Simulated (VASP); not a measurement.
# Be16C (a cell with a defect) in VASP: single point with PBE+D3(BJ)

Aim: the single point of Be16C (a cell with a defect) with PBE+D3(BJ).

All numbers are computed with VASP 6.6.1; they aren't measurements. Logs are shortened: lines on timing, memory, paths and dates and some standing lists are left out, and cuts for length are marked.

## Step 1: The cell of the first run

The cell holds a defect, 17 atoms: a = 4.580 Å, b = 3.966 Å, c = 7.177 Å, α = 90.00°, β = 90.00°, γ = 90.00°.

## Step 2: Single point, PBE+D3(BJ)

Contents of INCAR:

```
PREC     = Accurate       # precision mode
ENCUT    = 520            # plane-wave cutoff, eV
EDIFF    = 1E-6           # SCF threshold, eV
ISMEAR   = 0              # smearing method
SIGMA    = 0.15           # smearing width, eV
LREAL    = Auto         
LASPH    = True           # aspherical terms in the spheres
NELM     = 80             # most SCF steps
ALGO     = Normal         # electronic algorithm
ISIF     = 2              # what is computed and relaxed
LWAVE    = False          # write WAVECAR
LCHARG   = False          # write CHGCAR
GGA      = PE             # functional
IVDW     = 12             # dispersion correction
NBANDS   = 32             # bands
```

Contents of KPOINTS:

```
Automatic mesh
0
Gamma
  5 5 3
```

Contents of POSCAR:

```
Be16C
1.0
   -2.2900000000     -3.9663960000      0.0000000000
    3.4350000000     -1.9831980000      0.0000000000
    0.0000000000      0.0000000000      7.1768600000
Be C
16 1
Direct
    0.6981837257      0.4661702276      0.0000756598
    0.4997234174      0.3020223074      0.2562886834
    0.7474107965      0.4980106911      0.5000737091
    0.4997283337      0.3020255849      0.7438599889
    0.4997252483      0.0059987827      0.0000742665
    0.2507056329      0.8323688208      0.2425484125
    0.4997228569     -0.0110723894      0.5000770532
    0.2507088766      0.8323704010      0.7575999811
    0.3012633403      0.4661543084      0.0000718977
   -0.0002770446      0.3545419412      0.2548145010
    0.2520381466      0.4980117484      0.5000730124
   -0.0002731965      0.3545413042      0.7453258110
   -0.0002845879      0.0855374946      0.0000713404
    0.7487357663      0.8323679490      0.2425544040
   -0.0002753918      0.0013328538      0.5000731518
    0.7487368794      0.8323672354      0.7575971943
   -0.0002706638      0.6749202853      0.0000728731
```

Potentials or basis: VASP PAW PBE potentials, release 64 (Be, C).

Started as:

```console
$ cat potpaw_PBE.64/Be/POTCAR potpaw_PBE.64/C/POTCAR > POTCAR
$ mpirun -np 1 vasp_std > vasp.out
```

OUTCAR:

```text
PREC = Accurate
   ENCUT = 520
   EDIFF = 1E-6
   ISMEAR = 0
   LREAL = Auto
   LASPH = True
   NELM = 80
   ISIF = 2
   GGA = PE
   IVDW = 12
 IVDW          = 12

 ion  position               nearest neighbor table
   1  0.698  0.466  0.000-  17 1.61   9 1.82   5 2.04  13 2.05   2 2.15   4 2.15  16 2.28  14 2.28
                             5 2.33  10 2.33  12 2.33
   2  0.500  0.302  0.256-   7 2.15   1 2.15   9 2.15   5 2.18  14 2.19   6 2.19  11 2.23   3 2.23
                            10 2.30  10 2.30
   3  0.747  0.498  0.500-  12 2.18  10 2.18   4 2.23   2 2.23   7 2.25  11 2.27  14 2.27  16 2.27
                            15 2.28  15 2.31  11 2.31   7 2.32
   4  0.500  0.302  0.744-   7 2.15   9 2.15   1 2.15   5 2.18  16 2.19   8 2.19   3 2.23  11 2.23
                            12 2.30  12 2.30
   5  0.500  0.006  0.000-   9 2.04   1 2.04   2 2.18   4 2.18   8 2.19  16 2.19   6 2.19  14 2.19
                            13 2.31  13 2.31   1 2.33   9 2.33
   6  0.251  0.832  0.243-  17 2.18   2 2.19   5 2.19  10 2.22   7 2.26  11 2.27  15 2.28   9 2.28
                            14 2.28  14 2.30  13 2.31  10 2.37
   7  0.500  0.989  0.500-   4 2.15   2 2.15  11 2.25   3 2.25  16 2.26  14 2.26   8 2.26   6 2.26
                            15 2.29  15 2.29  11 2.32   3 2.32
   8  0.251  0.832  0.758-  17 2.18   4 2.19   5 2.19  12 2.22   7 2.26  11 2.27  15 2.28   9 2.28
                            16 2.28  16 2.30  13 2.31  12 2.37
   9  0.301  0.466  0.000-  17 1.61   1 1.82   5 2.04  13 2.05   4 2.15   2 2.15   8 2.28   6 2.28
                             5 2.33  10 2.33  12 2.33
  10  1.000  0.355  0.255-  13 2.12   3 2.18  11 2.18   6 2.22  14 2.22  17 2.23  15 2.25   2 2.30
                             2 2.30   1 2.33   9 2.33   6 2.37  14 2.37
  11  0.252  0.498  0.500-  12 2.18  10 2.18   2 2.23   4 2.23   7 2.25   3 2.27   6 2.27   8 2.27
                            15 2.28  15 2.31   3 2.31   7 2.32
  12  1.000  0.355  0.745-  13 2.12  11 2.18   3 2.18   8 2.22  16 2.22  17 2.23  15 2.25   4 2.30
                             4 2.30   9 2.33   1 2.33   8 2.37  16 2.37
  13  1.000  0.086  0.000-  17 1.63   1 2.05   9 2.05  10 2.12  12 2.12   5 2.31   5 2.31  16 2.31
                             8 2.31   6 2.31  14 2.31
  14  0.749  0.832  0.243-  17 2.18   2 2.19   5 2.19  10 2.22   7 2.26   3 2.27  15 2.28   1 2.28
                             6 2.28   6 2.30  13 2.31  10 2.37
  15  1.000  0.001  0.500-  12 2.25  10 2.25  14 2.28   6 2.28  16 2.28   8 2.28   3 2.28  11 2.28
                             7 2.29   7 2.29  11 2.31   3 2.31
  16  0.749  0.832  0.758-  17 2.18   4 2.19   5 2.19  12 2.22   7 2.26   3 2.27  15 2.28   1 2.28
                             8 2.28   8 2.30  13 2.31  12 2.37
  17  1.000  0.675  0.000-   9 1.61   1 1.61  13 1.63   8 2.18   6 2.18  16 2.18  14 2.18  10 2.23
                            12 2.23

  LATTYP: Found a simple orthorhombic cell.
 ALAT       =     3.9663962620
 B/A-ratio  =     1.1547004875
 C/A-ratio  =     1.8094157835

  Lattice vectors:

 A1 = (  -3.4350000000,   1.9831980000,   0.0000000000)
 A2 = (  -2.2900000000,  -3.9663960000,   0.0000000000)
 A3 = (   0.0000000000,   0.0000000000,   7.1768600000)

Analysis of symmetry for initial positions (statically):
=====================================================================
 Subroutine PRICEL returns:
 Original cell was already a primitive cell.

 Routine SETGRP: Setting up the symmetry group for a
 simple orthorhombic supercell.

 Subroutine GETGRP returns: Found  2 space group operations
 (whereof  1 operations were pure point group operations)
 out of a pool of  8 trial point group operations.

The static configuration has the point symmetry C_1 .
 The point group associated with its full space group is C_1h.

Analysis of symmetry for dynamics (positions and initial velocities):
=====================================================================
 Subroutine PRICEL returns:
 Original cell was already a primitive cell.

 Routine SETGRP: Setting up the symmetry group for a
 simple orthorhombic supercell.

 Subroutine GETGRP returns: Found  2 space group operations
 (whereof  1 operations were pure point group operations)
 out of a pool of  8 trial point group operations.

The dynamic configuration has the point symmetry C_1 .
 The point group associated with its full space group is C_1h.

 Subroutine INISYM returns: Found  2 space group operations
 (whereof  1 operations are pure point group operations),
 and found     1 'primitive' translations

----------------------------------------------------------------------------------------

                                     Primitive cell

  volume of cell :     130.3755

  direct lattice vectors                    reciprocal lattice vectors
    -2.290000000 -3.966396000  0.000000000    -0.109170306 -0.189088533  0.000000000
     3.435000000 -1.983198000  0.000000000     0.218340611 -0.126059022  0.000000000
[... 61 lines left out ...]

  Shift w.r.t. Gamma in fractional coordinates (k-lattice)
     0.000000000  0.000000000  0.000000000

 Subroutine IBZKPT returns following result:
 ===========================================

 Found     26 irreducible k-points:

 Following reciprocal coordinates:
            Coordinates               Weight
  0.000000  0.000000  0.000000      1.000000
  0.200000  0.000000  0.000000      2.000000
  0.400000  0.000000  0.000000      2.000000
  0.000000  0.200000  0.000000      2.000000
  0.200000  0.200000  0.000000      2.000000
 -0.200000  0.200000  0.000000      2.000000
[... 16 lines left out ...]
  0.200000  0.400000  0.333333      4.000000
 -0.200000  0.400000 -0.333333      4.000000
 [... further k-points ...]
   k-points           NKPTS =     26   k-points in BZ     NKDIM =     26   number of bands    NBANDS=     32
   number of dos      NEDOS =    301   number of ions     NIONS =     17
   total plane-waves  NPLWV =  58320
   dimension x,y,z NGX =    36 NGY =   30 NGZ =   54
   dimension x,y,z NGXF=    72 NGYF=   60 NGZF=  108
   ions per type =              16   1
   NGX,Y,Z   is equivalent  to a cutoff of  13.07, 12.57, 12.51 a.u.
   NGXF,Y,Z  is equivalent  to a cutoff of  26.13, 25.15, 25.02 a.u.
 SYSTEM =  unknown system
   PREC   = accura    normal or accurate (medium, high low for compatibility)
   ISTART =      0    job   : 0-new  1-cont  2-samecut
   ICHARG =      2    charge: 1-file 2-atom 10-const
   ISPIN  =      1    spin polarized calculation?
   LNONCOLLINEAR =      F non collinear calculations
   LSORBIT =      F    spin-orbit coupling
   LASPH  =      T    aspherical Exc in radial PAW
   ENCUT  =  520.0 eV  38.22 Ry    6.18 a.u.   8.52  7.37 13.34*2*pi/ulx,y,z
   NELM   =     80;   NELMIN=  2; NELMDL= -5     # of ELM steps
   EDIFF  = 0.1E-05   stopping-criterion for ELM
   LREAL  =      T    real-space projection
   EDIFFG = 0.1E-04   stopping-criterion for IOM
   NSW    =      0    number of steps for IOM
   IBRION =     -1    ionic relax: 0-MD 1-quasi-New 2-CG
   NFREE  =      0    steps in history (QN), initial steepest desc. (CG)
   ISIF   =      2    stress and relaxation
   ISYM   =      2    0-nonsym 1-usesym 2-fastsym
   POTIM  = 0.5000    time-step for ionic-motion
   TEBEG  =    0.0;   TEEND  =   0.0 temperature during run
   PSTRESS=    0.0 pullay stress
   NELECT =      36.0000    total number of electrons
   NUPDOWN=      -1.0000    fix difference up-down
   EMIN   =  10.00;   EMAX   =-10.00  energy-range for DOS
   EFERMI =   0.00;   METHOD = LEGACY
   ISMEAR =     0;   SIGMA  =   0.15  broadening in eV -4-tet -1-fermi 0-gaus
   EFERMI_NEDOS =   21; number of points for ismear=-14 and -15
   IALGO  =     38    algorithm
   IMIX   =      4    mixing-type and parameters
     AMIX     =   0.40;   BMIX     =  1.00
     AMIX_MAG =   1.60;   BMIX_MAG =  1.00
  volume/ion in A,a.u.               =       7.67        51.75
  Fermi-wavevector in a.u.,A,eV,Ry     =   1.066049  2.014540 15.462471  1.136460
  Thomas-Fermi vector in A             =   2.201620
   LORBIT       =      0    0 simple, 1 ext, 2 COOP (PROOUT), +10 PAW based schemes
   GGA     = PE    functional components
   LHFCALC =     F    Hartree Fock is set to
   AEXX    =    0.0000 exact exchange contribution
   IVDW    =    12    specifies the selected vdW correction
   LEPSILON=     F    determine dielectric tensor
   LRPA    =     F    only Hartree local field effects (RPA)
 non-spin polarized calculation
 Gauss-broadening in eV      SIGMA  =   0.15
  energy-cutoff  :      520.00
  volume of cell :      130.38
 maximum number of plane-waves:      3529
 NGX is ok and might be reduce to    36
   NGX = 17   NGY = 15   NGZ = 27

 number of electron      36.0000000 magnetization

 Free energy of the ion-electron system (eV)
  ---------------------------------------------------
  ext. energy  EPLUGINS =         0.00000000
  ---------------------------------------------------
  free energy    TOTEN  =       -64.34448195 eV

  energy without entropy =      -64.32183337  energy(sigma->0) =      -64.33315766

 E-fermi :   7.3829     XC(G=0): -10.7597

 val. band max:        7.3756484756   @ k =   0.0000   0.2000   0.3333
 cond. band min:       7.4693404329   @ k =   0.2000   0.4000   0.0000
 fundamental gap:      0.0936919572
 Fermi energy:         7.3828736973

 k-point     1 :       0.0000    0.0000    0.0000
  band No.  band energies     occupation
      1      -6.5332      2.00000
      2      -2.9540      2.00000
      3      -2.3550      2.00000
      4      -0.5189      2.00000
      5       0.1142      2.00000
      6       0.9457      2.00000
[... 781 lines left out ...]
     29      13.2892      0.00000
     30      13.4764      0.00000

 [... further k-points ...]

 [bands above 30 left out]

------------------------ aborting loop because EDIFF is reached ----------------------------------------

 Edisp (eV)   -5.92807

 E8    (eV) :    -2.0404

  FORCE on cell =-STRESS in cart. coord.  units (eV):
  Direction    XX          YY          ZZ          XY          YZ          ZX
  --------------------------------------------------------------------------------------
  -------------------------------------------------------------------------------------
  Total       3.68206     5.87435    -8.08833     1.89875     0.00000     0.00000
  in kB      45.24858    72.18960   -99.39707    23.33361     0.00000     0.00000
  external pressure =        6.01 kB  Pullay stress =        0.00 kB

 VOLUME and BASIS-vectors are now :
 -----------------------------------------------------------------------------
  energy-cutoff  :      520.00
  volume of cell :      130.38
      direct lattice vectors                 reciprocal lattice vectors
    -2.290000000 -3.966396000  0.000000000    -0.109170306 -0.189088533  0.000000000
     3.435000000 -1.983198000  0.000000000     0.218340611 -0.126059022  0.000000000
     0.000000000  0.000000000  7.176860000     0.000000000  0.000000000  0.139336702

 POSITION                                       TOTAL-FORCE (eV/Angst)
 -----------------------------------------------------------------------------------
      0.00245     -3.69378      0.00054        -0.006991     -0.015590      0.000000
     -0.10692     -2.58107      1.83935         0.015059     -0.008936     -0.015048
     -0.00090     -3.95218      3.58896         0.010510      0.014850      0.000000
     -0.10692     -2.58110      5.33858         0.015059     -0.008936      0.015048
     -1.12377     -1.99400      0.00053        -0.012797      0.007374      0.000000
      2.28507     -2.64515      1.74074        -0.004001      0.000901      0.001396
[... 9 lines left out ...]
      1.14457     -4.62054      5.43717        -0.002926      0.002859     -0.001260
      0.02897     -5.30382      0.00052         0.004586     -0.000822      0.000000
 -----------------------------------------------------------------------------------
    total drift:                                0.004384     -0.000801      0.000846

  FREE ENERGIE OF THE ION-ELECTRON SYSTEM (eV)
  ---------------------------------------------------
  free  energy   TOTEN  =       -70.2725474850 eV

  energy  without entropy=      -70.2498988977  energy(sigma->0) =      -70.26122319
```

Run time: 4.8 min. Hardware: 1 thread of Intel Xeon 8259CL, shared host; peak memory 0.27 GiB.

What came out:

* Free energy: -70.2725 eV
* Pressure: 0.6 GPa
* Largest force: 0.027 eV/Å
* Band gap on the k mesh: zero (bands 18 and 19 overlap by 0.51 eV)
* Dispersion energy per atom: -0.349 eV

Forces on the atoms (eV/Å):
```
Be  -0.007 -0.016  0.000
Be   0.015 -0.009 -0.015
Be   0.011  0.015  0.000
Be   0.015 -0.009  0.015
Be  -0.013  0.007  0.000
Be  -0.004  0.001  0.001
Be  -0.013  0.007  0.000
Be  -0.004  0.001 -0.001
Be   0.010  0.014  0.000
Be  -0.006  0.003 -0.027
Be  -0.008 -0.017  0.000
Be  -0.006  0.003  0.027
Be   0.004 -0.003  0.000
Be  -0.003  0.003  0.001
Be   0.006 -0.004  0.000
Be  -0.003  0.003 -0.001
C    0.005 -0.001  0.000
```

The gap in the log of VASP goes by the Fermi energy; the results here count the filled bands.